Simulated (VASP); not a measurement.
# Rh (R-3m) in VASP: notebook

Rh is run at these levels: PBE; tasks: single point.

Program: VASP 6.6.1. These are calculated values, not measurements. Logs are shortened: lines on timing, memory, paths and dates and some standing lists are left out, and cuts for length are marked.

## (1) The cell of the first run

The structure is trigonal, space group R-3m (No. 166). The conventional cell has a = 2.712 Å, b = 2.712 Å, c = 7.432 Å, α = 90.00°, β = 90.00°, γ = 120.00°. Rh (site symmetry -3m) has 12 Rh at 2.71 to 2.93 Å within 3.6 Å.

## (2) Single point, PBE (strained)

Contents of INCAR:

```
PREC     = Accurate       # precision mode
ENCUT    = 520            # plane-wave cutoff, eV
EDIFF    = 1E-6           # SCF threshold, eV
ISMEAR   = 0              # smearing method
SIGMA    = 0.1            # smearing width, eV
LREAL    = False          # projectors in reciprocal space
LASPH    = True           # aspherical terms in the spheres
NELM     = 100            # most SCF steps
ALGO     = Normal         # electronic algorithm
ISIF     = 2              # what is computed and relaxed
LWAVE    = False          # write WAVECAR
LCHARG   = True           # write CHGCAR
GGA      = PE             # functional
LELF     = True           # ELF
LVHAR    = True         
NBANDS   = 14             # bands
ISYM     = 0
```

Contents of KPOINTS:

```
regular mesh
0
Gamma
  16 18 18
```

Contents of POSCAR:

```
Rh
1.0
   -0.1521240000      2.0694948960      2.0694948960
    1.9173708960      0.0000000000      1.9173708960
    1.9173708960      1.9173708960      0.0000000000
Rh
1
Direct
    0.0000000000      0.0000000000      0.0000000000
```

Potentials or basis: VASP PAW PBE potentials, release 64 (Rh_pv).

Started as:

```console
cat potpaw_PBE.64/Rh_pv/POTCAR > POTCAR
mpirun -np 1 vasp_std > vasp.out
```

OUTCAR:

```text
PREC = Accurate
   ENCUT = 520
   EDIFF = 1E-6
   ISMEAR = 0
   LREAL = False
   LASPH = True
   NELM = 100
   ISIF = 2
   GGA = PE
   ISYM = 0

 ion  position               nearest neighbor table
   1  0.000  0.000  0.000-

IMPORTANT INFORMATION: All symmetrisations will be switched off!
NOSYMM: (Re-)initialisation of all symmetry stuff for point group C_1.

----------------------------------------------------------------------------------------

                                     Primitive cell

  volume of cell :      15.7755

  direct lattice vectors                    reciprocal lattice vectors
    -0.152124000  2.069494896  2.069494896    -0.233039730  0.233039730  0.233039730
     1.917370896  0.000000000  1.917370896     0.251529077 -0.251529077  0.270018424
     1.917370896  1.917370896  0.000000000     0.251529077  0.270018424 -0.251529077

  length of vectors
     2.930658622  2.711571925  2.711571925     0.403636653  0.446591203  0.446591203

  position of ions in fractional coordinates (direct lattice)
     0.000000000  0.000000000  0.000000000

  ion indices of the primitive-cell ions
   primitive index   ion index
                 1           1

----------------------------------------------------------------------------------------

 KPOINTS: regular mesh

Automatic generation of k-mesh.
 Grid dimensions read from file:
 generate k-points for:   16   18   18

 Generating k-lattice:

  Cartesian coordinates                     Fractional coordinates (reciprocal lattice)
    -0.014564983  0.014564983  0.014564983     0.062500000  0.000000000  0.000000000
     0.013973838 -0.013973838  0.015001024    -0.000000000  0.055555556  0.000000000
     0.013973838  0.015001024 -0.013973838    -0.000000000  0.000000000  0.055555556

  Length of vectors
     0.025227291  0.024810622  0.024810622

  Shift w.r.t. Gamma in fractional coordinates (k-lattice)
     0.000000000  0.000000000  0.000000000

 -----------------------------------------------------------------------------
|                                                                             |
|           W    W    AA    RRRRR   N    N  II  N    N   GGGG   !!!           |
|           W    W   A  A   R    R  NN   N  II  NN   N  G    G  !!!           |
|           W    W  A    A  R    R  N N  N  II  N N  N  G       !!!           |
|           W WW W  AAAAAA  RRRRR   N  N N  II  N  N N  G  GGG   !            |
|           WW  WW  A    A  R   R   N   NN  II  N   NN  G    G                |
|           W    W  A    A  R    R  N    N  II  N    N   GGGG   !!!           |
|                                                                             |
|     Your reciprocal lattice and k-lattice belong to different lattice       |
|     classes:                                                                |
|                                                                             |
|        The reciprocal lattice is rhombohedral (trigonal),                   |
|        whereas your k-lattice is base-centered monoclinic.                  |
|                                                                             |
|     Results are often still useful ...                                      |
|                                                                             |
 -----------------------------------------------------------------------------

 WARNING: IBZKPT: internal override: KBLOWUP is changed to .FALSE.
      ... skipping the blow-up phase ...

 Subroutine IBZKPT returns following result:
 ===========================================

 Found   2596 irreducible k-points:

 Following reciprocal coordinates:
            Coordinates               Weight
  0.000000  0.000000  0.000000      1.000000
  0.062500  0.000000  0.000000      2.000000
  0.125000  0.000000  0.000000      2.000000
  0.187500  0.000000  0.000000      2.000000
  0.250000  0.000000  0.000000      2.000000
  0.312500  0.000000  0.000000      2.000000
[... 16 lines left out ...]
 -0.187500  0.055556  0.000000      2.000000
 -0.125000  0.055556  0.000000      2.000000
 [... further k-points ...]
   k-points           NKPTS =   2596   k-points in BZ     NKDIM =   2596   number of bands    NBANDS=     14
   number of dos      NEDOS =    301   number of ions     NIONS =      1
   total plane-waves  NPLWV =   9600
   dimension x,y,z NGX =    24 NGY =   20 NGZ =   20
   dimension x,y,z NGXF=    48 NGYF=   40 NGZF=   40
   ions per type =               1
   NGX,Y,Z   is equivalent  to a cutoff of  13.61, 12.26, 12.26 a.u.
   NGXF,Y,Z  is equivalent  to a cutoff of  27.23, 24.52, 24.52 a.u.
 SYSTEM =  unknown system
   PREC   = accura    normal or accurate (medium, high low for compatibility)
   ISTART =      0    job   : 0-new  1-cont  2-samecut
   ICHARG =      2    charge: 1-file 2-atom 10-const
   ISPIN  =      1    spin polarized calculation?
   LNONCOLLINEAR =      F non collinear calculations
   LSORBIT =      F    spin-orbit coupling
   LASPH  =      T    aspherical Exc in radial PAW
   ENCUT  =  520.0 eV  38.22 Ry    6.18 a.u.   5.45  5.04  5.04*2*pi/ulx,y,z
   NELM   =    100;   NELMIN=  2; NELMDL= -5     # of ELM steps
   EDIFF  = 0.1E-05   stopping-criterion for ELM
   LREAL  =      F    real-space projection
   EDIFFG = 0.1E-04   stopping-criterion for IOM
   NSW    =      0    number of steps for IOM
   IBRION =     -1    ionic relax: 0-MD 1-quasi-New 2-CG
   NFREE  =      0    steps in history (QN), initial steepest desc. (CG)
   ISIF   =      2    stress and relaxation
   ISYM   =      0    0-nonsym 1-usesym 2-fastsym
   POTIM  = 0.5000    time-step for ionic-motion
   TEBEG  =    0.0;   TEEND  =   0.0 temperature during run
   PSTRESS=    0.0 pullay stress
   NELECT =      15.0000    total number of electrons
   NUPDOWN=      -1.0000    fix difference up-down
   EMIN   =  10.00;   EMAX   =-10.00  energy-range for DOS
   EFERMI =   0.00;   METHOD = LEGACY
   ISMEAR =     0;   SIGMA  =   0.10  broadening in eV -4-tet -1-fermi 0-gaus
   EFERMI_NEDOS =   21; number of points for ismear=-14 and -15
   IALGO  =     38    algorithm
   IMIX   =      4    mixing-type and parameters
     AMIX     =   0.40;   BMIX     =  1.00
     AMIX_MAG =   1.60;   BMIX_MAG =  1.00
  volume/ion in A,a.u.               =      15.78       106.46
  Fermi-wavevector in a.u.,A,eV,Ry     =   1.609822  3.042122 35.259857  2.591526
  Thomas-Fermi vector in A             =   2.705471
   LORBIT       =      0    0 simple, 1 ext, 2 COOP (PROOUT), +10 PAW based schemes
   GGA     = PE    functional components
   LHFCALC =     F    Hartree Fock is set to
   AEXX    =    0.0000 exact exchange contribution
   IVDW    =     0    specifies the selected vdW correction
   LEPSILON=     F    determine dielectric tensor
   LRPA    =     F    only Hartree local field effects (RPA)
 non-spin polarized calculation
 Gauss-broadening in eV      SIGMA  =   0.10
  energy-cutoff  :      520.00
  volume of cell :       15.78
 maximum number of plane-waves:       438
 NGX is ok and might be reduce to    24
   NGX = 11   NGY =  9   NGZ =  9

 number of electron      15.0000000 magnetization

 Free energy of the ion-electron system (eV)
  ---------------------------------------------------
  ext. energy  EPLUGINS =         0.00000000
  ---------------------------------------------------
  free energy    TOTEN  =        -7.03849014 eV

  energy without entropy =       -7.02943090  energy(sigma->0) =       -7.03396052

 E-fermi :   9.5326     XC(G=0): -13.1466

 val. band max:        9.5325627563   @ k =  -0.0625   0.3889   0.4444
 cond. band min:       9.5331819994   @ k =   0.3125  -0.3333   0.2778
 fundamental gap:      0.0006192432
 Fermi energy:         9.5326158972

 k-point     1 :       0.0000    0.0000    0.0000
  band No.  band energies     occupation
      1     -36.5746      2.00000
      2     -36.5735      2.00000
      3     -36.5625      2.00000
      4       2.5843      2.00000
      5       6.3805      2.00000
      6       7.2479      2.00000
      7       7.2479      2.00000
      8       8.9300      2.00000
      9       8.9306      2.00000
     10      25.0683      0.00000
     11      28.4938      0.00000
     12      30.5261      0.00000
     13      31.5495      0.00000
     14      31.5496      0.00000

 k-point     2 :       0.0625    0.0000    0.0000
  band No.  band energies     occupation
      1     -36.5758      2.00000
      2     -36.5749      2.00000
      3     -36.5747      2.00000
      4       2.6970      2.00000
      5       6.3628      2.00000
      6       7.2587      2.00000
      7       7.2588      2.00000
      8       8.9401      2.00000
      9       8.9407      2.00000
     10      24.9878      0.00000
     11      28.0623      0.00000
     12      30.5262      0.00000
     13      31.7109      0.00000
     14      31.7110      0.00000

 k-point     3 :       0.1250    0.0000    0.0000
  band No.  band energies     occupation
      1     -36.6099      2.00000
      2     -36.5792      2.00000
      3     -36.5781      2.00000
      4       3.0168      2.00000
      5       6.3325      2.00000
      6       7.2801      2.00000
      7       7.2802      2.00000
      8       8.9820      2.00000
      9       8.9826      2.00000
     10      24.4534      0.00000
     11      27.4165      0.00000
     12      30.5261      0.00000
     13      32.1801      0.00000
     14      32.1801      0.00000

 k-point     4 :       0.1875    0.0000    0.0000
  band No.  band energies     occupation
      1     -36.6622      2.00000
      2     -36.5844      2.00000
      3     -36.5833      2.00000
      4       3.4778      2.00000
      5       6.3657      2.00000
      6       7.2865      2.00000
      7       7.2866      2.00000
      8       9.0806      2.00000
      9       9.0812      2.00000
     10      23.1247      0.00000
     11      27.1856      0.00000
     12      30.5262      0.00000
     13      32.9034      0.00000
     14      32.9035      0.00000

 k-point     5 :       0.2500    0.0000    0.0000
  band No.  band energies     occupation
      1     -36.7234      2.00000
      2     -36.5904      2.00000
      3     -36.5893      2.00000
      4       3.9379      2.00000
      5       6.6102      2.00000
      6       7.2597      2.00000
      7       7.2598      2.00000
      8       9.2477      1.99994
      9       9.2484      1.99994
     10      21.3263      0.00000
     11      27.0151      0.00000
[... 276 lines left out ...]
 k-point    22 :      -0.2500    0.0556    0.0000
  band No.  band energies     occupation
      1     -36.7408      2.00000
      2     -36.6094      2.00000
      3     -36.5919      2.00000
      4       4.1520      2.00000
      5       6.6796      2.00000
      6       7.2046      2.00000
      7       7.3222      2.00000
      8       9.1255      2.00000
      9       9.5231      1.10758
     10      20.8429      0.00000
     11      26.9990      0.00000
     12      30.5253      0.00000
     13      32.0546      0.00000
     14      33.1306      0.00000

 k-point    23 :      -0.1875    0.0556    0.0000
  band No.  band energies     occupation
      1     -36.6806      2.00000
      2     -36.6024      2.00000
      3     -36.5858      2.00000
      4       3.7273      2.00000
      5       6.3862      2.00000
      6       7.2425      2.00000
      7       7.3604      2.00000
      8       8.9462      2.00000
      9       9.2769      1.99970
     10      22.7250      0.00000
     11      27.2147      0.00000
     12      30.5258      0.00000
     13      31.9298      0.00000
     14      33.2284      0.00000

 k-point    24 :      -0.1250    0.0556    0.0000
  band No.  band energies     occupation
      1     -36.6276      2.00000
      2     -36.5943      2.00000
      3     -36.5810      2.00000
      4       3.2481      2.00000
      5       6.3420      2.00000
      6       7.2427      2.00000
      7       7.3596      2.00000
      8       8.8595      2.00000
      9       9.0930      2.00000
     10      24.2654      0.00000
     11      27.3705      0.00000
     12      30.5259      0.00000
     13      31.4045      0.00000
     14      32.8205      0.00000

 [... further k-points ...]
[... 5 lines left out ...]
  --------------------------------------------------------------------------------------
  -------------------------------------------------------------------------------------
  Total       -1.8372591     -1.8383150     -1.8383152      0.7757521     -0.7790301      0.7757521
  in kB     -186.5944348   -186.7016766   -186.7016951     78.7863984    -79.1193141     78.7864016
  external PRESSURE =    -186.6659355 kB  Pullay stress =       0.0000000 kB

 VOLUME and BASIS-vectors are now :
 -----------------------------------------------------------------------------
  energy-cutoff  :      520.00
  volume of cell :       15.78
      direct lattice vectors                 reciprocal lattice vectors
    -0.152124000  2.069494896  2.069494896    -0.233039730  0.233039730  0.233039730
     1.917370896  0.000000000  1.917370896     0.251529077 -0.251529077  0.270018424
     1.917370896  1.917370896  0.000000000     0.251529077  0.270018424 -0.251529077

 POSITION                                       TOTAL-FORCE (eV/Angst)
 -----------------------------------------------------------------------------------
      0.00000      0.00000      0.00000         0.000000      0.000000     -0.000000
 -----------------------------------------------------------------------------------
    total drift:                                0.000000      0.000000     -0.000000

  FREE ENERGIE OF THE ION-ELECTRON SYSTEM (eV)
  ---------------------------------------------------
  free  energy   TOTEN  =        -7.0384901368 eV

  energy  without entropy=       -7.0294308966  energy(sigma->0) =       -7.03396052
```

Run time: 4 min. Hardware: 1 thread of Intel Xeon Platinum 8259CL at 2.50GHz (Skylake/Cascade Lake), shared host; peak memory 0.58 GiB.

What came out:

```yaml
Free_energy: -7.0385 eV
Pressure: -18.7 GPa
```

Caveat: the cell differs from its parent crystal (strained).

## (3) Single point, PBE (strained)

Contents of INCAR:

```
  PREC = Accurate
  ENCUT = 520
  EDIFF = 1E-6
  ISMEAR = 0
  SIGMA = 0.1
  LREAL = F
  LASPH = T
  NELM = 60
  ALGO = Fast
  ISIF = 2
  LWAVE = F
  LCHARG = F
  GGA = PE
  NBANDS = 14
```

Contents of KPOINTS:

```
regular mesh
0
Gamma
  18 18 18
```

Contents of POSCAR:

```
Rh
1.0
    0.2281860000      2.0577243015      2.0577243015
    2.0577243015      0.2281860000      2.0577243015
    2.0577243015      2.0577243015      0.2281860000
Rh
1
Direct
    0.0000000000      0.0000000000      0.0000000000
```

Potentials or basis: VASP PAW PBE potentials, release 64 (Rh_pv).

Started as:

```console
cat potpaw_PBE.64/Rh_pv/POTCAR > POTCAR
mpirun -np 1 vasp_std > vasp.out
```

It took 74 s on 1 thread of Intel Xeon Platinum 8259CL at 2.50GHz (Skylake/Cascade Lake), shared host; peak memory 0.22 GiB.

It converged, with:

```
Free energy : -6.9805 eV
Pressure    : 1.7 GPa
```

Stress tensor (GPa, compression positive):
```
  1.72 -16.28 -16.28
-16.28   1.72 -16.28
-16.28 -16.28   1.72
```

Levels at points of the mesh, in eV from the Fermi level:
```csv
k point,band 5,band 6,band 7,band 8,band 9,band 10
"(0.00, 0.00, 0.00)",-3.93,-2.61,-2.61,-0.43,-0.43,14.96
"(0.50, 0.00, 0.00)",-3.84,-1.79,-0.13,1.31,1.51,9.19
"(0.50, 0.50, 0.00)",-5.41,0.24,0.82,1.40,3.43,11.26
"(0.50, 0.50, 0.50)",-2.79,-2.79,-0.52,0.46,0.46,5.70
```

Caveat: the cell differs from its parent crystal (strained).
